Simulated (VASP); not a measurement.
# Pt (R-3m) in VASP: a series of runs

Pt is run at these levels: LDA; tasks: single point.

Everything below comes from runs of VASP 6.6.1. Logs are shortened: lines on timing, memory, paths and dates and some standing lists are left out, and cuts for length are marked.

### 1 The cell of the first run

Symmetry: R-3m, No. 166, trigonal system. Conventional cell: a = 3.447 Å, b = 3.447 Å, c = 3.827 Å, α = 90.00°, β = 90.00°, γ = 120.00°. Within 3.1 Å of Pt (site symmetry -3m) lie 6 Pt at 2.36 Å.

### 2 Single point, LDA

File INCAR:

```
PREC = Accurate ; ENCUT = 520
EDIFF = 1E-7 ; ISMEAR = 0
SIGMA = 0.15 ; LREAL = F
LASPH = T ; NELM = 100
ALGO = Fast ; ISIF = 2
LWAVE = F ; LCHARG = F
GGA = CA ; NBANDS = 11
```

File KPOINTS:

```
Automatic mesh
0
Gamma
  22 22 22
```

File POSCAR:

```
Pt
1.0
   -0.8882399170      1.5488551543      1.5488551543
    1.5488551543     -0.8882399170      1.5488551543
    1.5488551543      1.5488551543     -0.8882399170
Pt
1
Direct
    0.0000000000      0.0000000000      0.0000000000
```

Potentials or basis: VASP PAW LDA potentials, release 64 (Pt).

The run is started by

```bash
> cat potpaw_LDA.64/Pt/POTCAR > POTCAR
> mpirun -np 1 vasp_std > vasp.out
```

OUTCAR:

```text
PREC = Accurate
   ENCUT = 520
   EDIFF = 1E-7
   ISMEAR = 0
   LREAL = F
   LASPH = T
   NELM = 100
   ISIF = 2
   GGA = CA

 ion  position               nearest neighbor table
   1  0.000  0.000  0.000-

  LATTYP: Found a trigonal (rhomboedric) cell.
 ALAT       =     2.3636570665
 COS(alpha) =    -0.0631046293

  Lattice vectors:

 A1 = (  -0.8882399170,   1.5488551543,   1.5488551543)
 A2 = (   1.5488551543,  -0.8882399170,   1.5488551543)
 A3 = (   1.5488551543,   1.5488551543,  -0.8882399170)

Analysis of symmetry for initial positions (statically):
=====================================================================
 Subroutine PRICEL returns:
 Original cell was already a primitive cell.

 Routine SETGRP: Setting up the symmetry group for a
 trigonal (rhombohedral) supercell.

 Subroutine GETGRP returns: Found 12 space group operations
 (whereof 12 operations were pure point group operations)
 out of a pool of 12 trial point group operations.

The static configuration has the point symmetry D_3d.

Analysis of symmetry for dynamics (positions and initial velocities):
=====================================================================
 Subroutine PRICEL returns:
 Original cell was already a primitive cell.

 Routine SETGRP: Setting up the symmetry group for a
 trigonal (rhombohedral) supercell.

 Subroutine GETGRP returns: Found 12 space group operations
 (whereof 12 operations were pure point group operations)
 out of a pool of 12 trial point group operations.

The dynamic configuration has the point symmetry D_3d.

 Subroutine INISYM returns: Found 12 space group operations
 (whereof 12 operations are pure point group operations),
 and found     1 'primitive' translations

----------------------------------------------------------------------------------------

                                     Primitive cell

  volume of cell :      13.1230

  direct lattice vectors                    reciprocal lattice vectors
    -0.888239917  1.548855154  1.548855154    -0.122684001  0.287640575  0.287640575
     1.548855154 -0.888239917  1.548855154     0.287640575 -0.122684001  0.287640575
     1.548855154  1.548855154 -0.888239917     0.287640575  0.287640575 -0.122684001

  length of vectors
     2.363657067  2.363657067  2.363657067     0.424883001  0.424883001  0.424883001

  position of ions in fractional coordinates (direct lattice)
     0.000000000  0.000000000  0.000000000

  ion indices of the primitive-cell ions
   primitive index   ion index
                 1           1

----------------------------------------------------------------------------------------

 KPOINTS: Automatic mesh

Automatic generation of k-mesh.
 Grid dimensions read from file:
 generate k-points for:   22   22   22

 Generating k-lattice:

  Cartesian coordinates                     Fractional coordinates (reciprocal lattice)
    -0.005576545  0.013074572  0.013074572     0.045454545  0.000000000  0.000000000
     0.013074572 -0.005576545  0.013074572     0.000000000  0.045454545  0.000000000
     0.013074572  0.013074572 -0.005576545     0.000000000  0.000000000  0.045454545

  Length of vectors
     0.019312864  0.019312864  0.019312864

  Shift w.r.t. Gamma in fractional coordinates (k-lattice)
     0.000000000  0.000000000  0.000000000

 Subroutine IBZKPT returns following result:
 ===========================================

 Found   1024 irreducible k-points:

 Following reciprocal coordinates:
            Coordinates               Weight
  0.000000  0.000000  0.000000      1.000000
  0.045455  0.000000  0.000000      6.000000
  0.090909  0.000000  0.000000      6.000000
  0.136364  0.000000  0.000000      6.000000
  0.181818 -0.000000 -0.000000      6.000000
  0.227273  0.000000  0.000000      6.000000
[... 16 lines left out ...]
  0.500000  0.045455  0.000000     12.000000
 -0.454545  0.045455  0.000000     12.000000
 [... further k-points ...]
   k-points           NKPTS =   1024   k-points in BZ     NKDIM =   1024   number of bands    NBANDS=     11
   number of dos      NEDOS =    301   number of ions     NIONS =      1
   total plane-waves  NPLWV =   5832
   dimension x,y,z NGX =    18 NGY =   18 NGZ =   18
   dimension x,y,z NGXF=    36 NGYF=   36 NGZF=   36
   ions per type =               1
   NGX,Y,Z   is equivalent  to a cutoff of  12.66, 12.66, 12.66 a.u.
   NGXF,Y,Z  is equivalent  to a cutoff of  25.32, 25.32, 25.32 a.u.
 SYSTEM =  unknown system
   PREC   = accura    normal or accurate (medium, high low for compatibility)
   ISTART =      0    job   : 0-new  1-cont  2-samecut
   ICHARG =      2    charge: 1-file 2-atom 10-const
   ISPIN  =      1    spin polarized calculation?
   LNONCOLLINEAR =      F non collinear calculations
   LSORBIT =      F    spin-orbit coupling
   LASPH  =      T    aspherical Exc in radial PAW
   ENCUT  =  520.0 eV  38.22 Ry    6.18 a.u.   4.39  4.39  4.39*2*pi/ulx,y,z
   NELM   =    100;   NELMIN=  2; NELMDL= -5     # of ELM steps
   EDIFF  = 0.1E-06   stopping-criterion for ELM
   LREAL  =      F    real-space projection
   EDIFFG = 0.1E-05   stopping-criterion for IOM
   NSW    =      0    number of steps for IOM
   IBRION =     -1    ionic relax: 0-MD 1-quasi-New 2-CG
   NFREE  =      0    steps in history (QN), initial steepest desc. (CG)
   ISIF   =      2    stress and relaxation
   ISYM   =      2    0-nonsym 1-usesym 2-fastsym
   POTIM  = 0.5000    time-step for ionic-motion
   TEBEG  =    0.0;   TEEND  =   0.0 temperature during run
   PSTRESS=    0.0 pullay stress
   NELECT =      10.0000    total number of electrons
   NUPDOWN=      -1.0000    fix difference up-down
   EMIN   =  10.00;   EMAX   =-10.00  energy-range for DOS
   EFERMI =   0.00;   METHOD = LEGACY
   ISMEAR =     0;   SIGMA  =   0.15  broadening in eV -4-tet -1-fermi 0-gaus
   EFERMI_NEDOS =   21; number of points for ismear=-14 and -15
   IALGO  =     68    algorithm
   IMIX   =      4    mixing-type and parameters
     AMIX     =   0.40;   BMIX     =  1.00
     AMIX_MAG =   1.60;   BMIX_MAG =  1.00
  volume/ion in A,a.u.               =      13.12        88.56
  Fermi-wavevector in a.u.,A,eV,Ry     =   1.495307  2.825721 30.421864  2.235944
  Thomas-Fermi vector in A             =   2.607469
   LORBIT       =      0    0 simple, 1 ext, 2 COOP (PROOUT), +10 PAW based schemes
   GGA     = CA    functional components
   LHFCALC =     F    Hartree Fock is set to
   AEXX    =    0.0000 exact exchange contribution
   IVDW    =     0    specifies the selected vdW correction
   LEPSILON=     F    determine dielectric tensor
   LRPA    =     F    only Hartree local field effects (RPA)
 non-spin polarized calculation
 RMM-DIIS sequential band-by-band and
 Gauss-broadening in eV      SIGMA  =   0.15
  energy-cutoff  :      520.00
  volume of cell :       13.12
 maximum number of plane-waves:       367
 NGX is ok and might be reduce to    18

 number of electron      10.0000002 magnetization

 Free energy of the ion-electron system (eV)
  ---------------------------------------------------
  ext. energy  EPLUGINS =         0.00000000
  ---------------------------------------------------
  free energy    TOTEN  =        -5.89738677 eV

  energy without entropy =       -5.88797851  energy(sigma->0) =       -5.89268264

 E-fermi :  14.1150     XC(G=0): -14.3619

 val. band max:       14.1126759000   @ k =  -0.3182   0.1364   0.0909
 cond. band min:      14.1159289368   @ k =  -0.1364   0.3636   0.0455
 fundamental gap:      0.0032530369
 Fermi energy:        14.1149981901

 k-point     1 :       0.0000    0.0000    0.0000
  band No.  band energies     occupation
      1       2.3658      2.00000
      2       5.2720      2.00000
      3       5.2720      2.00000
      4      14.5303      0.00009
      5      14.7765      0.00000
      6      14.7765      0.00000
      7      30.2854      0.00000
      8      30.2854      0.00000
      9      32.2246      0.00000
     10      38.9855      0.00000
     11      41.1540      0.00000

 k-point     2 :       0.0455    0.0000    0.0000
  band No.  band energies     occupation
      1       2.4471      2.00000
      2       5.2885      2.00000
      3       5.3556      2.00000
      4      14.4597      0.00115
      5      14.6806      0.00000
      6      14.7550      0.00000
      7      30.0846      0.00000
      8      30.4247      0.00000
      9      32.1078      0.00000
     10      39.3574      0.00000
     11      40.1549      0.00000

 k-point     3 :       0.0909    0.0000    0.0000
  band No.  band energies     occupation
      1       2.6786      2.00000
      2       5.3373      2.00000
      3       5.6122      2.00000
      4      14.2116      0.36219
      5      14.4103      0.00536
      6      14.7453      0.00000
      7      29.2525      0.00000
      8      30.8222      0.00000
      9      32.2617      0.00000
     10      38.6462      0.00000
     11      39.9975      0.00000

 k-point     4 :       0.1364    0.0000    0.0000
  band No.  band energies     occupation
      1       3.0253      2.00000
      2       5.4147      2.00000
      3       6.0554      2.00000
      4      13.8125      1.99565
      5      14.0094      1.68074
      6      14.7667      0.00000
      7      27.9402      0.00000
      8      31.4242      0.00000
      9      32.8949      0.00000
     10      37.0858      0.00000
     11      40.3579      0.00000

 k-point     5 :       0.1818   -0.0000   -0.0000
  band No.  band energies     occupation
      1       3.4401      2.00000
      2       5.5152      2.00000
      3       6.6954      2.00000
      4      13.3330      2.00000
      5      13.5326      2.00000
      6      14.8056      0.00000
      7      26.4995      0.00000
      8      32.1594      0.00000
      9      33.8012      0.00000
     10      35.6135      0.00000
     11      40.4578      0.00000
[... 211 lines left out ...]
 k-point    21 :       0.4091    0.0455    0.0000
  band No.  band energies     occupation
      1       5.4221      2.00000
      2       6.1212      2.00000
      3      10.8120      2.00000
      4      11.3884      2.00000
      5      12.0676      2.00000
      6      14.9475      0.00000
      7      21.4018      0.00000
      8      30.6072      0.00000
      9      35.2095      0.00000
     10      36.5088      0.00000
     11      39.5112      0.00000

 k-point    22 :       0.4545    0.0455    0.0000
  band No.  band energies     occupation
      1       5.5992      2.00000
      2       6.1774      2.00000
      3      10.7297      2.00000
      4      11.2745      2.00000
      5      12.4787      2.00000
      6      14.9725      0.00000
      7      21.1202      0.00000
      8      30.3023      0.00000
      9      34.9286      0.00000
     10      36.6607      0.00000
     11      39.5893      0.00000

 k-point    23 :       0.5000    0.0455    0.0000
  band No.  band energies     occupation
      1       5.6629      2.00000
      2       6.2009      2.00000
      3      10.5768      2.00000
      4      11.2448      2.00000
      5      12.7163      2.00000
      6      14.9832      0.00000
      7      21.0424      0.00000
      8      30.2271      0.00000
      9      34.8573      0.00000
     10      36.7022      0.00000
     11      39.6412      0.00000

 k-point    24 :      -0.4545    0.0455    0.0000
  band No.  band energies     occupation
      1       5.6034      2.00000
      2       6.1881      2.00000
      3      10.4531      2.00000
      4      11.3076      2.00000
      5      12.6470      2.00000
      6      14.9781      0.00000
      7      21.1497      0.00000
      8      30.3863      0.00000
      9      35.3058      0.00000
     10      36.5262      0.00000
     11      39.4583      0.00000

 [... further k-points ...]
[... 5 lines left out ...]
  --------------------------------------------------------------------------------------
  -------------------------------------------------------------------------------------
  Total        9.4569582      9.4569582      9.4569582     -0.2436322     -0.2436322     -0.2436322
  in kB     1154.5930014   1154.5930014   1154.5930014    -29.7448770    -29.7448770    -29.7448770
  external PRESSURE =    1154.5930014 kB  Pullay stress =       0.0000000 kB

 VOLUME and BASIS-vectors are now :
 -----------------------------------------------------------------------------
  energy-cutoff  :      520.00
  volume of cell :       13.12
      direct lattice vectors                 reciprocal lattice vectors
    -0.888239917  1.548855154  1.548855154    -0.122684001  0.287640575  0.287640575
     1.548855154 -0.888239917  1.548855154     0.287640575 -0.122684001  0.287640575
     1.548855154  1.548855154 -0.888239917     0.287640575  0.287640575 -0.122684001

 POSITION                                       TOTAL-FORCE (eV/Angst)
 -----------------------------------------------------------------------------------
      0.00000      0.00000      0.00000         0.000000      0.000000     -0.000000
 -----------------------------------------------------------------------------------
    total drift:                                0.000000     -0.000000     -0.000000

  FREE ENERGIE OF THE ION-ELECTRON SYSTEM (eV)
  ---------------------------------------------------
  free  energy   TOTEN  =        -5.8973867684 eV

  energy  without entropy=       -5.8879785051  energy(sigma->0) =       -5.89268264
```

It took 1.9 min on 1 thread of Intel Xeon Platinum 8488C (Sapphire Rapids), shared host; peak memory 0.25 GiB.

Results:

| Property | Result |
| --- | --- |
| Free energy | -5.8974 eV |
| Pressure | 115.5 GPa |
| Band gap on the k mesh | zero (band 5 reaches 17.66 eV, above the bottom of band 6 at 12.45 eV) |

Stress tensor (GPa, compression positive):
```
115.46  -2.97  -2.97
 -2.97 115.46  -2.97
 -2.97  -2.97 115.46
```

Levels at points of the mesh, in eV from the Fermi level:
```tsv
k point	band 1	band 2	band 3	band 4	band 5	band 6	band 7	band 8	band 9	band 10
(0.00, 0.00, 0.00)	-11.75	-8.84	-8.84	0.42	0.66	0.66	16.17	16.17	18.11	24.87
(0.50, 0.00, 0.00)	-8.54	-7.99	-2.98	-2.80	-2.02	0.95	6.93	16.01	20.80	22.62
(0.50, 0.50, 0.00)	-9.49	-7.11	-2.47	-2.04	3.32	3.76	5.55	13.72	16.50	22.13
(0.50, 0.50, 0.50)	-8.21	-8.21	-7.16	3.54	3.54	8.14	11.58	11.58	14.72	22.65
```

Caveat: spin-orbit coupling is left out, which moves the levels of the heavy elements.

### 3 Single point, LDA

This run uses another cell than the first one, of the same volume but with other edges.

File INCAR:

```
PREC = Accurate ; ENCUT = 520
EDIFF = 1E-6 ; ISMEAR = 0
SIGMA = 0.15 ; LREAL = F
LASPH = T ; NELM = 100
ALGO = Fast ; ISIF = 2
LWAVE = F ; LCHARG = T
LELF = T ; LVHAR = T
NBANDS = 11
```

File KPOINTS:

```
regular mesh
0
Gamma
  22 22 22
```

File POSCAR:

```
Pt
1.0
   -1.6826520406      1.4922629704      1.4922629704
    1.4922629704     -1.6826520406      1.4922629704
    1.4922629704      1.4922629704     -1.6826520406
Pt
1
Direct
    0.0000000000      0.0000000000      0.0000000000
```

Potentials or basis: VASP PAW LDA potentials, release 64 (Pt).

The run is started by

```bash
> cat potpaw_LDA.64/Pt/POTCAR > POTCAR
> mpirun -np 1 vasp_std > vasp.out
```

Wall time 85 s (1 thread of Intel Xeon Platinum 8488C (Sapphire Rapids), shared host); peak memory 0.25 GiB.

It converged, with:

```
Free energy            : -6.2334 eV
Pressure               : 84.6 GPa
Band gap on the k mesh : zero (band 5 reaches 16.44 eV, above the bottom of band 6 at 11.28 eV)
```

Stress tensor (GPa, compression positive):
```
84.59 58.18 58.18
58.18 84.59 58.18
58.18 58.18 84.59
```

Levels at points of the mesh, in eV from the Fermi level:
```tsv
k point	band 2	band 3	band 4	band 5	band 6	band 7	band 8	band 9
(0.00, 0.00, 0.00)	-7.55	-4.33	-4.33	-0.51	-0.51	14.33	17.49	17.49
(0.50, 0.00, 0.00)	-6.50	-2.18	-2.13	0.99	1.45	11.23	12.26	17.11
(0.50, 0.50, 0.00)	-7.70	-1.49	-0.33	-0.21	0.96	5.86	12.11	20.35
(0.50, 0.50, 0.50)	-8.61	-0.42	-0.42	2.49	7.90	7.90	9.35	17.21
```

Caveat: spin-orbit coupling is left out, which moves the levels of the heavy elements.

### 4 Single point, LDA

This run uses another cell than the first one, of 16.70 Å³/atom, 1.273 times its volume.

File INCAR:

```
ALGO = Fast
EDIFF = 1E-6
ENCUT = 520
ISIF = 2
ISMEAR = 0
LASPH = T
LCHARG = F
LREAL = F
LWAVE = F
NBANDS = 11
NELM = 60
PREC = Accurate
SIGMA = 0.15
```

File KPOINTS:

```
k-points
0
Gamma
  22 22 22
```

File POSCAR:

```
Pt
1.0
   -0.9625916049      1.6785048051      1.6785048051
    1.6785048051     -0.9625916049      1.6785048051
    1.6785048051      1.6785048051     -0.9625916049
Pt
1
Direct
    0.0000000000      0.0000000000      0.0000000000
```

The run is started by

```bash
> cat potpaw_LDA.64/Pt/POTCAR > POTCAR
> mpirun -np 1 vasp_std > vasp.out
```

Wall time 77 s (1 thread of Intel Xeon Platinum 8488C (Sapphire Rapids), shared host); peak memory 0.28 GiB.

Results (log left out):

* Free energy: -6.9604 eV
* Pressure: 3.4 GPa
* Band gap on the k mesh: zero (band 5 reaches 11.59 eV, above the bottom of band 6 at 8.14 eV)

Stress tensor (GPa, compression positive):
```
3.44 0.50 0.50
0.50 3.44 0.50
0.50 0.50 3.44
```

Levels at points of the mesh, in eV from the Fermi level:
| k point | band 3 | band 4 | band 5 | band 6 | band 7 | band 8 |
| --- | --- | --- | --- | --- | --- | --- |
| (0.00, 0.00, 0.00) | -6.25 | 0.23 | 0.38 | 0.38 | 15.25 | 15.25 |
| (0.50, 0.00, 0.00) | -2.02 | -1.89 | -0.81 | 0.57 | 4.94 | 16.41 |
| (0.50, 0.50, 0.00) | -1.69 | -1.40 | 2.15 | 3.76 | 5.31 | 10.23 |
| (0.50, 0.50, 0.50) | -4.87 | 2.29 | 2.29 | 9.33 | 9.69 | 9.69 |

Caveat: spin-orbit coupling is left out, which moves the levels of the heavy elements.

### 5 Overview

```tsv
cell	further INCAR settings	gap on the mesh (eV)	pressure (GPa)
a = 2.364 Å, angles 93.6°, 1 atom	ALGO = Fast; EDIFF = 1e-07; NBANDS = 11	none	115.5
a = 2.699 Å, angles 112.6°, 1 atom	ALGO = Fast; EDIFF = 1e-06; NBANDS = 11	none	84.6
a = 2.562 Å, angles 93.6°, 1 atom	ALGO = Fast; EDIFF = 1e-06; NBANDS = 11	none	3.4
```

Alike in all rows: task single point; level LDA; potentials or basis VASP PAW LDA potentials, release 64 (Pt); no spin polarisation; k mesh 22 × 22 × 22; cutoff (eV) 520; smearing gaussian 0.15 eV.

Caveats: spin-orbit coupling is left out, which moves the levels of the heavy elements.

Absolute energies hang on the potentials; compare differences alone.
